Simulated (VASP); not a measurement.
# Si (Pm-3m) in VASP: further runs

Aim: see how the results for Si move with the level of theory and the settings. Levels: r2SCAN, r2SCAN0. Tasks: single point.

Program: VASP 6.6.1. These are calculated values, not measurements. Logs are shortened: lines on timing, memory, paths and dates and some standing lists are left out, and cuts for length are marked.

### 1 The cell of the first run

The structure is cubic, space group Pm-3m (No. 221). Conventional cell: a = 2.523 Å, b = 2.523 Å, c = 2.523 Å, α = 90.00°, β = 90.00°, γ = 90.00°. Si (site symmetry m-3m) has 6 Si at 2.52 Å within 3.3 Å.

### 2 Single point, r2SCAN

File POSCAR:

```
Si
1.0
    2.5226526960      0.0000000000      0.0000000000
    0.0000000000      2.5226526960      0.0000000000
    0.0000000000      0.0000000000      2.5226526960
Si
1
Direct
    0.0000000000      0.0000000000      0.0000000000
```

File INCAR.step1:

```
PREC     = Accurate       # precision mode
ENCUT    = 520            # plane-wave cutoff, eV
ISMEAR   = -1             # smearing method
SIGMA    = 0.1            # smearing width, eV
LREAL    = F              # projectors in reciprocal space
LASPH    = T              # aspherical terms in the spheres
NELM     = 80             # most SCF steps
NBANDS   = 8              # bands
GGA      = PE             # functional
ALGO     = Normal         # electronic algorithm
EDIFF    = 1E-4           # SCF threshold, eV
LWAVE    = T              # write WAVECAR
LCHARG   = F              # write CHGCAR
```

File INCAR.step2:

```
PREC     = Accurate       # precision mode
ENCUT    = 520            # plane-wave cutoff, eV
EDIFF    = 1E-6           # SCF threshold, eV
ISMEAR   = -1             # smearing method
SIGMA    = 0.1            # smearing width, eV
LREAL    = F              # projectors in reciprocal space
LASPH    = T              # aspherical terms in the spheres
NELM     = 80             # most SCF steps
ALGO     = Normal         # electronic algorithm
ISIF     = 2              # what is computed and relaxed
LWAVE    = F              # write WAVECAR
LCHARG   = F              # write CHGCAR
METAGGA  = R2SCAN         # meta-GGA
LMIXTAU  = T            
NBANDS   = 8              # bands
ISTART   = 1
```

File KPOINTS:

```
regular mesh
0
Gamma
  6 6 6
```

Potentials or basis: VASP PAW PBE potentials, release 64 (Si).

Command:

```sh
$ cat potpaw_PBE.64/Si/POTCAR > POTCAR
$ cp INCAR.step1 INCAR
$ mpirun -np 1 vasp_std > vasp.out
$ cp INCAR.step2 INCAR
$ mpirun -np 1 vasp_std > vasp.out
```

OUTCAR:

```text
PREC = Accurate
   ENCUT = 520
   EDIFF = 1E-6
   ISMEAR = -1
   LREAL = F
   LASPH = T
   NELM = 80
   ISIF = 2
   METAGGA = R2SCAN
   ISTART = 1

 ion  position               nearest neighbor table
   1  0.000  0.000  0.000-

  LATTYP: Found a simple cubic cell.
 ALAT       =     2.5226526960

  Lattice vectors:

 A1 = (   2.5226526960,   0.0000000000,   0.0000000000)
 A2 = (   0.0000000000,   2.5226526960,   0.0000000000)
 A3 = (   0.0000000000,   0.0000000000,   2.5226526960)

Analysis of symmetry for initial positions (statically):
=====================================================================
 Subroutine PRICEL returns:
 Original cell was already a primitive cell.

 Routine SETGRP: Setting up the symmetry group for a
 simple cubic supercell.

 Subroutine GETGRP returns: Found 48 space group operations
 (whereof 48 operations were pure point group operations)
 out of a pool of 48 trial point group operations.

The static configuration has the point symmetry O_h .

Analysis of symmetry for dynamics (positions and initial velocities):
=====================================================================
 Subroutine PRICEL returns:
 Original cell was already a primitive cell.

 Routine SETGRP: Setting up the symmetry group for a
 simple cubic supercell.

 Subroutine GETGRP returns: Found 48 space group operations
 (whereof 48 operations were pure point group operations)
 out of a pool of 48 trial point group operations.

The dynamic configuration has the point symmetry O_h .

 Subroutine INISYM returns: Found 48 space group operations
 (whereof 48 operations are pure point group operations),
 and found     1 'primitive' translations

----------------------------------------------------------------------------------------

                                     Primitive cell

  volume of cell :      16.0536

  direct lattice vectors                    reciprocal lattice vectors
     2.522652696  0.000000000  0.000000000     0.396408115  0.000000000  0.000000000
     0.000000000  2.522652696  0.000000000     0.000000000  0.396408115  0.000000000
     0.000000000  0.000000000  2.522652696     0.000000000  0.000000000  0.396408115

  length of vectors
     2.522652696  2.522652696  2.522652696     0.396408115  0.396408115  0.396408115

  position of ions in fractional coordinates (direct lattice)
     0.000000000  0.000000000  0.000000000

  ion indices of the primitive-cell ions
   primitive index   ion index
                 1           1

----------------------------------------------------------------------------------------

 KPOINTS: regular mesh

Automatic generation of k-mesh.
 Grid dimensions read from file:
 generate k-points for:    6    6    6

 Generating k-lattice:

  Cartesian coordinates                     Fractional coordinates (reciprocal lattice)
     0.066068019  0.000000000  0.000000000     0.166666667  0.000000000  0.000000000
     0.000000000  0.066068019  0.000000000     0.000000000  0.166666667  0.000000000
     0.000000000  0.000000000  0.066068019     0.000000000  0.000000000  0.166666667

  Length of vectors
     0.066068019  0.066068019  0.066068019

  Shift w.r.t. Gamma in fractional coordinates (k-lattice)
     0.000000000  0.000000000  0.000000000

 Subroutine IBZKPT returns following result:
 ===========================================

 Found     20 irreducible k-points:

 Following reciprocal coordinates:
            Coordinates               Weight
  0.000000  0.000000  0.000000      1.000000
  0.166667  0.000000  0.000000      6.000000
  0.333333  0.000000  0.000000      6.000000
  0.500000  0.000000  0.000000      3.000000
  0.166667  0.166667  0.000000     12.000000
  0.333333  0.166667  0.000000     24.000000
[... 12 lines left out ...]
  0.500000  0.500000  0.333333      6.000000
  0.500000  0.500000  0.500000      1.000000
   k-points           NKPTS =     20   k-points in BZ     NKDIM =     20   number of bands    NBANDS=      8
   number of dos      NEDOS =    301   number of ions     NIONS =      1
   total plane-waves  NPLWV =   8000
   dimension x,y,z NGX =    20 NGY =   20 NGZ =   20
   dimension x,y,z NGXF=    40 NGYF=   40 NGZF=   40
   ions per type =               1
   NGX,Y,Z   is equivalent  to a cutoff of  13.18, 13.18, 13.18 a.u.
   NGXF,Y,Z  is equivalent  to a cutoff of  26.36, 26.36, 26.36 a.u.
 SYSTEM =  unknown system
   PREC   = accura    normal or accurate (medium, high low for compatibility)
   ISTART =      1    job   : 0-new  1-cont  2-samecut
   ICHARG =      0    charge: 1-file 2-atom 10-const
   ISPIN  =      1    spin polarized calculation?
   LNONCOLLINEAR =      F non collinear calculations
   LSORBIT =      F    spin-orbit coupling
   LASPH  =      T    aspherical Exc in radial PAW
   ENCUT  =  520.0 eV  38.22 Ry    6.18 a.u.   4.69  4.69  4.69*2*pi/ulx,y,z
   NELM   =     80;   NELMIN=  2; NELMDL=  0     # of ELM steps
   EDIFF  = 0.1E-05   stopping-criterion for ELM
   LREAL  =      F    real-space projection
[... 7 lines left out ...]
   TEBEG  =    0.0;   TEEND  =   0.0 temperature during run
   PSTRESS=    0.0 pullay stress
   NELECT =       4.0000    total number of electrons
   NUPDOWN=      -1.0000    fix difference up-down
   EMIN   =  10.00;   EMAX   =-10.00  energy-range for DOS
   EFERMI =   0.00;   METHOD = LEGACY
   ISMEAR =    -1;   SIGMA  =   0.10  broadening in eV -4-tet -1-fermi 0-gaus
   EFERMI_NEDOS =   21; number of points for ismear=-14 and -15
   IALGO  =     38    algorithm
   IMIX   =      4    mixing-type and parameters
     AMIX     =   0.40;   BMIX     =  1.00
     AMIX_MAG =   1.60;   BMIX_MAG =  1.00
  volume/ion in A,a.u.               =      16.05       108.34
  Fermi-wavevector in a.u.,A,eV,Ry     =   1.030158  1.946717 14.438862  1.061226
  Thomas-Fermi vector in A             =   2.164242
   LORBIT       =      0    0 simple, 1 ext, 2 COOP (PROOUT), +10 PAW based schemes
   METAGGA = R2SCAN    functional components
   LHFCALC =     F    Hartree Fock is set to
   AEXX    =    0.0000 exact exchange contribution
   IVDW    =     0    specifies the selected vdW correction
   LEPSILON=     F    determine dielectric tensor
   LRPA    =     F    only Hartree local field effects (RPA)
 non-spin polarized calculation
  energy-cutoff  :      520.00
  volume of cell :       16.05
 maximum number of plane-waves:       461
 NGX is ok and might be reduce to    20
   NGX =  9   NGY =  9   NGZ =  9

 number of electron       4.0000000 magnetization

 Free energy of the ion-electron system (eV)
  ---------------------------------------------------
  ext. energy  EPLUGINS =         0.00000000
  ---------------------------------------------------
  free energy    TOTEN  =        -8.32185611 eV

  energy without entropy =       -8.29894771  energy(sigma->0) =       -8.31040191

 E-fermi :   8.6051     XC(G=0): -11.2171

 val. band max:        8.2996393714   @ k =   0.3333   0.3333   0.0000
 cond. band min:       8.6529872695   @ k =   0.3333   0.3333   0.3333
 fundamental gap:      0.3533478981
 Fermi energy:         8.6051415037

 k-point     1 :       0.0000    0.0000    0.0000
  band No.  band energies     occupation
      1      -5.6345      2.00000
      2      16.1973      0.00000
      3      16.1973      0.00000
      4      16.6081      0.00000
      5      16.6081      0.00000
      6      16.6081      0.00000
      7      25.7275      0.00000
      8      34.7329      0.00000

 k-point     2 :       0.1667    0.0000    0.0000
  band No.  band energies     occupation
      1      -4.9802      2.00000
      2      10.3494      0.00000
      3      16.7166      0.00000
      4      17.1532      0.00000
      5      17.1532      0.00000
      6      21.4913      0.00000
      7      28.0247      0.00000
      8      31.2412      0.00000

 k-point     3 :       0.3333    0.0000    0.0000
  band No.  band energies     occupation
      1      -3.0602      2.00000
      2       4.9421      2.00000
      3      18.0437      0.00000
      4      18.7139      0.00000
      5      18.7139      0.00000
      6      24.6704      0.00000
      7      26.5349      0.00000
      8      26.5349      0.00000

 k-point     4 :       0.5000    0.0000    0.0000
  band No.  band energies     occupation
      1      -0.7255      2.00000
      2       1.4193      2.00000
      3      18.9844      0.00000
      4      20.2740      0.00000
      5      20.2740      0.00000
      6      23.8588      0.00000
      7      23.8588      0.00000
      8      26.9694      0.00000

 k-point     5 :       0.1667    0.1667    0.0000
  band No.  band energies     occupation
      1      -4.3274      2.00000
      2      10.2116      0.00000
      3      11.8754      0.00000
      4      17.6948      0.00000
      5      19.8126      0.00000
      6      24.8572      0.00000
      7      26.6517      0.00000
      8      29.7045      0.00000
[... 133 lines left out ...]
 k-point    18 :       0.5000    0.3333    0.3333
  band No.  band energies     occupation
      1       4.3814      2.00000
      2       5.9192      2.00000
      3      10.0981      0.00000
      4      14.3324      0.00000
      5      15.1091      0.00000
      6      15.1631      0.00000
      7      19.9382      0.00000
      8      25.3584      0.00000

 k-point    19 :       0.5000    0.5000    0.3333
  band No.  band energies     occupation
      1       7.2026      2.00000
      2       7.4293      1.99998
      3       7.4293      1.99998
      4      12.3500      0.00000
      5      15.3636      0.00000
      6      16.5049      0.00000
      7      16.5049      0.00000
      8      22.6663      0.00000

 k-point    20 :       0.5000    0.5000    0.5000
  band No.  band energies     occupation
      1       8.9106      0.09004
      2       8.9106      0.09004
      3       8.9106      0.09004
      4      12.6405      0.00000
      5      13.7692      0.00000
      6      13.7692      0.00000
      7      13.7692      0.00000
      8      19.8911      0.00000

------------------------ aborting loop because EDIFF is reached ----------------------------------------

  FORCE on cell =-STRESS in cart. coord.  units (eV):
  Direction    XX          YY          ZZ          XY          YZ          ZX
  --------------------------------------------------------------------------------------
  -------------------------------------------------------------------------------------
  Total       -0.0238144     -0.0238144     -0.0238144      0.0000000      0.0000000     -0.0000000
  in kB       -2.3767165     -2.3767165     -2.3767165      0.0000000      0.0000000     -0.0000000
  external PRESSURE =      -2.3767165 kB  Pullay stress =       0.0000000 kB

 VOLUME and BASIS-vectors are now :
 -----------------------------------------------------------------------------
  energy-cutoff  :      520.00
  volume of cell :       16.05
      direct lattice vectors                 reciprocal lattice vectors
     2.522652696  0.000000000  0.000000000     0.396408115  0.000000000  0.000000000
     0.000000000  2.522652696  0.000000000     0.000000000  0.396408115  0.000000000
     0.000000000  0.000000000  2.522652696     0.000000000  0.000000000  0.396408115

 POSITION                                       TOTAL-FORCE (eV/Angst)
 -----------------------------------------------------------------------------------
      0.00000      0.00000      0.00000         0.000000      0.000000      0.000000
 -----------------------------------------------------------------------------------
    total drift:                                0.000000      0.000000      0.000000

  FREE ENERGIE OF THE ION-ELECTRON SYSTEM (eV)
  ---------------------------------------------------
  free  energy   TOTEN  =        -8.3218561101 eV

  energy  without entropy=       -8.2989477062  energy(sigma->0) =       -8.31040191
```

Wall time 12 s (1 thread of Intel Xeon Platinum 8375C at 2.90GHz (Ice Lake), shared host); peak memory 0.12 GiB.

What came out:

* Free energy: -8.3219 eV
* Pressure: -0.2 GPa
* Band gap on the k mesh: zero (band 2 reaches 16.20 eV, above the bottom of band 3 at 5.24 eV)

Caveat: the k points lie up to 0.42 Å⁻¹ apart; the PAW data sets were made with another functional, which shifts forces and pressure a little.

(Part 1 of 2 ends here.)
